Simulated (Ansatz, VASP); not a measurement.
Given: the input of a run of VASP 6.6.1 on TiO2.

File INCAR:

```
PREC     = Accurate       # precision mode
ENCUT    = 520            # plane-wave cutoff, eV
EDIFF    = 1E-6           # SCF threshold, eV
ISMEAR   = -1             # smearing method
SIGMA    = 0.05           # smearing width, eV
LREAL    = F              # projectors in reciprocal space
LASPH    = T              # aspherical terms in the spheres
NELM     = 100            # most SCF steps
ALGO     = Normal         # electronic algorithm
ISIF     = 2              # what is computed and relaxed
LWAVE    = F              # write WAVECAR
LCHARG   = F              # write CHGCAR
GGA      = CA             # functional
NBANDS   = 19             # bands
```

KPOINTS

```
regular mesh
0
Gamma
  10 10 10
```

The input POSCAR:

```
TiO2
1.0
    1.5266980925      0.8814395546      7.1184721853
   -1.5266980925      0.8814395546      7.1184721853
    0.0000000000     -1.7628791093      7.1184721853
Ti O
1 2
Direct
    0.0000000000      0.0000000000      0.0000000000
    0.3795330000      0.3795330000      0.3795330000
    0.6204670000      0.6204670000      0.6204670000
```

Potentials or basis: VASP PAW LDA potentials, release 64 (Ti_sv, O).

Run with:

```bash
$ cat potpaw_LDA.64/Ti_sv/POTCAR potpaw_LDA.64/O/POTCAR > POTCAR
$ mpirun -np 1 vasp_std > vasp.out
```

Problem. Translate it to Ansatz 0.2.0. Potentials there: all-electron LAPW, scalar-relativistic.

Solution. As run (the cutoff follows the program's own potentials):

input.yaml

```yaml
crystal:
  lattice:
    - [1.5266980925, 0.8814395546, 7.1184721853]
    - [-1.5266980925, 0.8814395546, 7.1184721853]
    - [0.0, -1.7628791093, 7.1184721853]
  atoms:
    - { symbol: Ti, position: [0.0, 0.0, 0.0] }
    - { symbol: O, position: [0.379533, 0.379533, 0.379533] }
    - { symbol: O, position: [0.620467, 0.620467, 0.620467] }
kpoints:
  mp_grid: { grid: [10, 10, 10] }
scf:
  occupations: { method: fermi_dirac, width: 0.05 }
hamiltonian:
  xc: lda
  pseudopotentials: { kind: all_electron, lapw: { basis_error: 0.002 } }
output:
  forces: true
  stress: true
  eigenvalues: true
```

Potentials or basis: all-electron LAPW, scalar-relativistic.

Command:

```bash
$ ansatz run input.yaml --threads 2 --pin off --max-ram 6144MiB --backend cpu --events-out ev --progress --plain --runs-dir out
```

Both were run:

|  | VASP | Ansatz | Ansatz less VASP |
| --- | --- | --- | --- |
| gap on the k mesh at the Fermi level (eV) | 2.42 | 2.44 | +0.024 |
| least direct gap on the mesh (eV) | 2.62 | 2.64 | +0.021 |
| pressure (GPa) | -12.7 | -13.2 | -0.48 |
| traceless stress, the component that is largest in VASP (GPa) | 4.47 | 4.73 | +0.260 |
| rms of the force components (eV/Å) | 0.697 | 0.725 | +0.0282 |

LDA's correlation is that of Perdew and Zunger in VASP and of Perdew and Wang (1992) in Ansatz. Atom by atom the forces differ by 0.028 eV/Å (rms over components). Ansatz ran all-electron here, and VASP with PAW potentials.
